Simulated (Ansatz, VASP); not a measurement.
## One calculation of MnPt2, two programs

The input INCAR:

```
PREC = Accurate ; ENCUT = 520
EDIFF = 1E-6 ; ISMEAR = -1
SIGMA = 0.05 ; LREAL = False
LASPH = True ; NELM = 150
ALGO = Normal ; ISIF = 2
LWAVE = False ; LCHARG = False
ISPIN = 2 ; MAGMOM = 0 0 4
LORBIT = 11 ; LMAXMIX = 4
NBANDS = 28
```

KPOINTS

```
regular mesh
0
Gamma
  11 11 4
```

POSCAR

```
MnPt2
1.0
    2.8392199513      0.0000000000      0.0000000000
   -1.4196099756      2.4588366048      0.0000000000
    0.0000000000      0.0000000000      6.4886603702
Pt Mn
2 1
Direct
    0.6666666667      0.3333333333      0.3162060000
    0.3333333333      0.6666666667      0.6837940000
    0.0000000000      0.0000000000      0.0000000000
```

input.yaml

```yaml
crystal:
  lattice:
    - [2.8392199513, 0.0, 0.0]
    - [-1.4196099756, 2.4588366048, 0.0]
    - [0.0, 0.0, 6.4886603702]
  atoms:
    - { symbol: Pt, position: [0.6666666667, 0.3333333333, 0.316206] }
    - { symbol: Pt, position: [0.3333333333, 0.6666666667, 0.683794] }
    - { symbol: Mn, position: [0.0, 0.0, 0.0], spin: 4.0 }
kpoints:
  mp_grid: { grid: [11, 11, 4] }
scf:
  occupations: { method: fermi_dirac, width: 0.05 }
hamiltonian:
  xc: lda
  pseudopotentials: { kind: all_electron, lapw: { basis_error: 0.002 } }
magnetization:
  spin_polarized: true
output:
  forces: true
  stress: true
  eigenvalues: true
```

Change from the starting cell: volume scaled by 0.98.

Alike in both runs: task single point; functional LDA; k mesh 11 × 11 × 4; occupations fermi-dirac, width 0.05 eV; collinear spin.

|  | VASP | Ansatz |
| --- | --- | --- |
| version | VASP 6.6.1 | Ansatz 0.2.0 |
| potentials or method | VASP PAW LDA potentials, release 64 (Pt, Mn_pv), cutoff 520 eV | all-electron LAPW, scalar-relativistic |

```csv
,VASP,Ansatz,Ansatz less VASP
gap on the k mesh at the Fermi level (eV),none,none,-
pressure (GPa),-13.3,-12.9,+0.42
"traceless stress, the component that is largest in VASP (GPa)",2.67,2.49,-0.173
rms of the force components (eV/Å),0.031,0.024,-0.0074
net moment per atom (μB),1.35,1.38,+0.039
size of the moment on the site where the two differ most (μB),3.39,3.53,+0.133
```

LDA's correlation is that of Perdew and Zunger in VASP and of Perdew and Wang (1992) in Ansatz. Site moments also hang on the region over which each program counts them. Atom by atom the forces differ by 0.007 eV/Å (rms over components). A gap of «none» marks a metal or a gap that the smearing closes. Ansatz ran all-electron here, and VASP with PAW potentials.

Neither program's run includes spin-orbit coupling.
